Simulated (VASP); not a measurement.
BiTe, 2 atoms in the cell. It takes space group Fm-3m (No. 225, cubic). The conventional cell has a = 6.507 Å, b = 6.507 Å, c = 6.507 Å, α = 90.00°, β = 90.00°, γ = 90.00°. Bi (site symmetry m-3m) has 6 Te at 3.25 Å within 4.3 Å. Within 4.3 Å of Te (site symmetry m-3m) lie 6 Bi at 3.25 Å. 

```yaml
Program: VASP 6.6.1
Task: single point
Functional: PBE
Potentials_or_basis: VASP PAW PBE potentials, release 64 (Bi_d, Te)
Cutoff: 520 eV
k_mesh: 9 × 9 × 9
Occupations: fermi-dirac, width 0.1 eV
Spin: no spin polarisation
Dipole_correction: no
Further_INCAR_settings: ALGO = Normal; EDIFF = 1e-07; NBANDS = 18
```

Potentials or basis: VASP PAW PBE potentials, release 64 (Bi_d, Te).

Run with:

```console
$ cat potpaw_PBE.64/Bi_d/POTCAR potpaw_PBE.64/Te/POTCAR > POTCAR
$ mpirun -np 1 vasp_std > vasp.out
```

Hardware: 1 thread of AMD EPYC 7R13, on a shared host.

Task: How long does it take, and how much memory?

Result: It took 74 s on 1 thread of AMD EPYC 7R13 (shared host), peak memory 0.19 GiB. Counts: scf iterations 13, k points 35.
